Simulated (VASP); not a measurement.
# Ta (Im-3m) in VASP: notebook

Ta is run at these levels: LDA; tasks: single point, relaxation of cell and atoms.

All numbers are computed with VASP 6.6.1; they aren't measurements. Logs are shortened: lines on timing, memory, paths and dates and some standing lists are left out, and cuts for length are marked.

**1. The cell of the first run**

It takes space group Im-3m (No. 229, cubic). Conventional cell: a = 3.253 Å, b = 3.253 Å, c = 3.253 Å, α = 90.00°, β = 90.00°, γ = 90.00°. Within 3.7 Å of Ta (site symmetry m-3m) lie 14 Ta at 2.82 to 3.25 Å.

**2. Single point, LDA**

The input, INCAR:

```
  ALGO = Normal
  EDIFF = 1E-7
  ENCUT = 520
  GGA = CA
  ISIF = 2
  ISMEAR = -1
  LASPH = T
  LCHARG = F
  LREAL = F
  LWAVE = F
  NBANDS = 12
  NELM = 60
  PREC = Accurate
  SIGMA = 0.08
```

The input, KPOINTS:

```
k-points
0
Gamma
  18 18 18
```

The input, POSCAR:

```
Ta
1.0
   -1.6266100780      1.6266100780      1.6266100780
    1.6266100780     -1.6266100780      1.6266100780
    1.6266100780      1.6266100780     -1.6266100780
Ta
1
Direct
    0.0000000000      0.0000000000      0.0000000000
```

Potentials or basis: VASP PAW LDA potentials, release 64 (Ta_pv).

On the command line:

```bash
$ cat potpaw_LDA.64/Ta_pv/POTCAR > POTCAR
$ mpirun -np 1 vasp_std > vasp.out
```

OUTCAR:

```text
EDIFF = 1E-7
   ENCUT = 520
   GGA = CA
   ISIF = 2
   ISMEAR = -1
   LASPH = T
   LREAL = F
   NELM = 60
   PREC = Accurate

 ion  position               nearest neighbor table
   1  0.000  0.000  0.000-

  LATTYP: Found a body centered cubic cell.
 ALAT       =     3.2532201560

  Lattice vectors:

 A1 = (  -1.6266100780,   1.6266100780,   1.6266100780)
 A2 = (   1.6266100780,  -1.6266100780,   1.6266100780)
 A3 = (   1.6266100780,   1.6266100780,  -1.6266100780)

Analysis of symmetry for initial positions (statically):
=====================================================================
 Subroutine PRICEL returns:
 Original cell was already a primitive cell.

 Routine SETGRP: Setting up the symmetry group for a
 body centered cubic supercell.

 Subroutine GETGRP returns: Found 48 space group operations
 (whereof 48 operations were pure point group operations)
 out of a pool of 48 trial point group operations.

The static configuration has the point symmetry O_h .

Analysis of symmetry for dynamics (positions and initial velocities):
=====================================================================
 Subroutine PRICEL returns:
 Original cell was already a primitive cell.

 Routine SETGRP: Setting up the symmetry group for a
 body centered cubic supercell.

 Subroutine GETGRP returns: Found 48 space group operations
 (whereof 48 operations were pure point group operations)
 out of a pool of 48 trial point group operations.

The dynamic configuration has the point symmetry O_h .

 Subroutine INISYM returns: Found 48 space group operations
 (whereof 48 operations are pure point group operations),
 and found     1 'primitive' translations

----------------------------------------------------------------------------------------

                                     Primitive cell

  volume of cell :      17.2151

  direct lattice vectors                    reciprocal lattice vectors
    -1.626610078  1.626610078  1.626610078     0.000000000  0.307387743  0.307387743
     1.626610078 -1.626610078  1.626610078     0.307387743  0.000000000  0.307387743
     1.626610078  1.626610078 -1.626610078     0.307387743  0.307387743  0.000000000

  length of vectors
     2.817371299  2.817371299  2.817371299     0.434711915  0.434711915  0.434711915

  position of ions in fractional coordinates (direct lattice)
     0.000000000  0.000000000  0.000000000

  ion indices of the primitive-cell ions
   primitive index   ion index
                 1           1

[... 72 lines left out ...]
   LREAL  =      F    real-space projection
   EDIFFG = 0.1E-05   stopping-criterion for IOM
   NSW    =      0    number of steps for IOM
   IBRION =     -1    ionic relax: 0-MD 1-quasi-New 2-CG
   NFREE  =      0    steps in history (QN), initial steepest desc. (CG)
   ISIF   =      2    stress and relaxation
   ISYM   =      2    0-nonsym 1-usesym 2-fastsym
   POTIM  = 0.5000    time-step for ionic-motion
   TEBEG  =    0.0;   TEEND  =   0.0 temperature during run
   PSTRESS=    0.0 pullay stress
   NELECT =      11.0000    total number of electrons
   NUPDOWN=      -1.0000    fix difference up-down
   EMIN   =  10.00;   EMAX   =-10.00  energy-range for DOS
   EFERMI =   0.00;   METHOD = LEGACY
   ISMEAR =    -1;   SIGMA  =   0.08  broadening in eV -4-tet -1-fermi 0-gaus
   EFERMI_NEDOS =   21; number of points for ismear=-14 and -15
   IALGO  =     38    algorithm
   IMIX   =      4    mixing-type and parameters
     AMIX     =   0.40;   BMIX     =  1.00
     AMIX_MAG =   1.60;   BMIX_MAG =  1.00
  volume/ion in A,a.u.               =      17.22       116.17
  Fermi-wavevector in a.u.,A,eV,Ry     =   1.410054  2.664615 27.051797  1.988251
  Thomas-Fermi vector in A             =   2.532047
   LORBIT       =      0    0 simple, 1 ext, 2 COOP (PROOUT), +10 PAW based schemes
   GGA     = CA    functional components
   LHFCALC =     F    Hartree Fock is set to
   AEXX    =    0.0000 exact exchange contribution
   IVDW    =     0    specifies the selected vdW correction
   LEPSILON=     F    determine dielectric tensor
   LRPA    =     F    only Hartree local field effects (RPA)
 non-spin polarized calculation
  energy-cutoff  :      520.00
  volume of cell :       17.22
 maximum number of plane-waves:       478
 NGX is ok and might be reduce to    24
   NGX = 11   NGY = 11   NGZ = 11

 number of electron      11.0000000 magnetization

 Free energy of the ion-electron system (eV)
  ---------------------------------------------------
  ext. energy  EPLUGINS =         0.00000000
  ---------------------------------------------------
  free energy    TOTEN  =       -12.84238598 eV

  energy without entropy =      -12.81682390  energy(sigma->0) =      -12.82960494

 E-fermi :   5.7866     XC(G=0): -13.0268

 val. band max:        5.7839627549   @ k =  -0.2222   0.2222   0.1667
 cond. band min:       5.8022922769   @ k =  -0.2222   0.2222   0.1111
 fundamental gap:      0.0183295220
 Fermi energy:         5.7865755586

 k-point     1 :       0.0000    0.0000    0.0000
  band No.  band energies     occupation
      1     -26.9379      2.00000
      2     -26.9379      2.00000
      3     -26.9379      2.00000
      4      -2.2300      2.00000
      5       6.4493      0.00051
      6       6.4493      0.00051
      7       6.4493      0.00051
      8       9.8713      0.00000
      9       9.8713      0.00000
     10      19.6263      0.00000
     11      21.0663      0.00000
     12      21.0663      0.00000
[... 331 lines left out ...]
 k-point    24 :       0.3889    0.1111    0.0000
  band No.  band energies     occupation
      1     -28.2382      2.00000
      2     -27.4213      2.00000
      3     -27.0094      2.00000
      4       1.6347      2.00000
      5       4.1992      2.00000
      6       6.6702      0.00003
      7       9.6448      0.00000
      8      11.0207      0.00000
      9      14.0989      0.00000
     10      17.9224      0.00000
     11      19.1732      0.00000
     12      19.6443      0.00000

 [... further k-points ...]
[... 5 lines left out ...]
  --------------------------------------------------------------------------------------
  -------------------------------------------------------------------------------------
  Total        0.0920397      0.0920397      0.0920397      0.0000000      0.0000000     -0.0000000
  in kB        8.5659452      8.5659452      8.5659452      0.0000000      0.0000000     -0.0000000
  external PRESSURE =       8.5659452 kB  Pullay stress =       0.0000000 kB

 VOLUME and BASIS-vectors are now :
 -----------------------------------------------------------------------------
  energy-cutoff  :      520.00
  volume of cell :       17.22
      direct lattice vectors                 reciprocal lattice vectors
    -1.626610078  1.626610078  1.626610078     0.000000000  0.307387743  0.307387743
     1.626610078 -1.626610078  1.626610078     0.307387743  0.000000000  0.307387743
     1.626610078  1.626610078 -1.626610078     0.307387743  0.307387743  0.000000000

 POSITION                                       TOTAL-FORCE (eV/Angst)
 -----------------------------------------------------------------------------------
      0.00000      0.00000      0.00000         0.000000      0.000000      0.000000
 -----------------------------------------------------------------------------------
    total drift:                                0.000000      0.000000      0.000000

  FREE ENERGIE OF THE ION-ELECTRON SYSTEM (eV)
  ---------------------------------------------------
  free  energy   TOTEN  =       -12.8423859777 eV

  energy  without entropy=      -12.8168239043  energy(sigma->0) =      -12.82960494
```

stdout:

```text
POSCAR found type information on POSCAR Ta
 POSCAR found :  1 types and       1 ions
 scaLAPACK will be used
 LDA part: xc-table for (Slater(with rela. corr.)+CA(PZ))
 , standard interpolation
 POSCAR, INCAR and KPOINTS ok, starting setup
 FFT: planning ... GRIDC
 FFT: planning ... GRID_SOFT
 FFT: planning ... GRID
 WAVECAR not read
 entering main loop
```

Wall time 20 s (1 thread of Intel Xeon Platinum 8259CL at 2.50GHz (Skylake/Cascade Lake), shared host); peak memory 0.16 GiB.

Results:

| Item | Value |
| --- | --- |
| Free energy | -12.8424 eV |
| Pressure | 0.9 GPa |

Caveat: spin-orbit coupling is left out, which moves the levels of the heavy elements.

**3. Single point, LDA**

The input, INCAR:

```
SYSTEM = Ta
PREC     = Accurate       ! precision mode
ENCUT    = 520            ! plane-wave cutoff, eV
EDIFF    = 1E-6           ! SCF threshold, eV
ISMEAR   = -1             ! smearing method
SIGMA    = 0.08           ! smearing width, eV
LREAL    = .FALSE.        ! projectors in reciprocal space
LASPH    = .TRUE.         ! aspherical terms in the spheres
NELM     = 80             ! most SCF steps
ALGO     = Normal         ! electronic algorithm
ISIF     = 2              ! what is computed and relaxed
LWAVE    = .FALSE.        ! write WAVECAR
LCHARG   = .FALSE.        ! write CHGCAR
GGA      = CA             ! functional
NBANDS   = 12             ! bands
```

The input, KPOINTS:

```
Automatic mesh
0
G
  18 18 18
  0 0 0
```

POSCAR is that of step 2.

Potentials or basis: VASP PAW LDA potentials, release 64 (Ta_pv).

On the command line:

```bash
$ cat potpaw_LDA.64/Ta_pv/POTCAR > POTCAR
$ mpirun -np 1 vasp_std > vasp.out
```

It took 19 s on 1 thread of Intel Xeon Platinum 8259CL at 2.50GHz (Skylake/Cascade Lake), shared host; peak memory 0.16 GiB.

Results (log left out):

```yaml
Free_energy: -12.8424 eV
Pressure: 0.9 GPa
```

Levels at points of the mesh, in eV from the Fermi level:
```csv
k point,band 2,band 3,band 4,band 5,band 6,band 7,band 8,band 9,band 10,band 11
"(0.00, 0.00, 0.00)",-32.72,-32.72,-8.02,0.66,0.66,0.66,4.08,4.08,13.84,15.28
"(0.50, 0.00, 0.00)",-33.17,-32.74,-4.58,-1.73,1.96,4.00,5.06,8.20,12.23,12.44
"(0.50, 0.50, 0.50)",-33.68,-33.68,-4.10,-4.10,7.16,7.16,7.16,9.17,9.17,9.17
```

Caveat: spin-orbit coupling is left out, which moves the levels of the heavy elements.

**4. Relaxation of cell and atoms, LDA**

This run uses another cell than the first one, of 18.02 Å³/atom, 1.047 times its volume.

The input, INCAR:

```
SYSTEM = Ta
PREC = Accurate
ENCUT = 600
EDIFF = 1E-6
ISMEAR = -1
SIGMA = 0.08
LREAL = .False.
LASPH = .True.
NELM = 100
ALGO = Normal
ISIF = 3
LWAVE = .False.
LCHARG = .False.
GGA = CA
IBRION = 2
NSW = 60
EDIFFG = -0.005
```

The input, KPOINTS:

```
regular mesh
0
Gamma
  18 18 18
  0 0 0
```

The input, POSCAR:

```
Ta
1.0
   -1.6515748661      1.6515748661      1.6515748661
    1.6515748661     -1.6515748661      1.6515748661
    1.6515748661      1.6515748661     -1.6515748661
Ta
1
Direct
    0.0000000000      0.0000000000      0.0000000000
```

On the command line:

```bash
$ cat potpaw_LDA.64/Ta_pv/POTCAR > POTCAR
$ mpirun -np 1 vasp_std > vasp.out
```

Wall time 63 s (1 thread of Intel Xeon Platinum 8259CL at 2.50GHz (Skylake/Cascade Lake), shared host); peak memory 0.18 GiB.

It converged, with:

```
Free energy                            : -12.8428 eV
Relaxed volume                         : 17.28 Å³/atom
Relaxed cell                           : a = 2.821 Å, b = 2.821 Å, c = 2.821 Å, α = 109.47°, β = 109.47°, γ = 109.47°
Space group after relaxing (to 0.05 Å) : Im-3m (No. 229)
Energy gained by relaxing              : 20.0 meV/atom
Ionic steps                            : 7
Pressure after relaxing                : 0.0 GPa
```

The path:
```tsv
step	energy change (eV)	largest force (eV/Å)	pressure (GPa)	volume (Å³)
1	0.0000	0.0000	-8.39	18.02
2	0.1012	0.0000	26.02	15.67
3	-0.0200	0.0000	-0.35	17.31
4	-0.0200	0.0000	-0.06	17.29
5	-0.0200	0.0000	0.14	17.27
6	-0.0200	0.0000	-0.23	17.30
7	-0.0200	0.0000	-0.02	17.28
```

Final structure:
```yaml
crystal:
  lattice:
    - [-1.62878, 1.62878, 1.62878]
    - [1.62878, -1.62878, 1.62878]
    - [1.62878, 1.62878, -1.62878]
  atoms:
    - { symbol: Ta, position: [0.00000, 0.00000, 0.00000] }
```

Levels at points of the mesh, in eV from the Fermi level:
```tsv
k point	band 3	band 4	band 5	band 6	band 7	band 8	band 9
(0.00, 0.00, 0.00)	-32.74	-8.00	0.66	0.66	0.66	4.07	4.07
(0.50, 0.00, 0.00)	-32.75	-4.57	-1.72	1.93	3.98	5.04	8.16
(0.50, 0.50, 0.50)	-33.69	-4.08	-4.08	7.12	7.12	7.12	9.13
```

Caveat: spin-orbit coupling is left out, which moves the levels of the heavy elements.
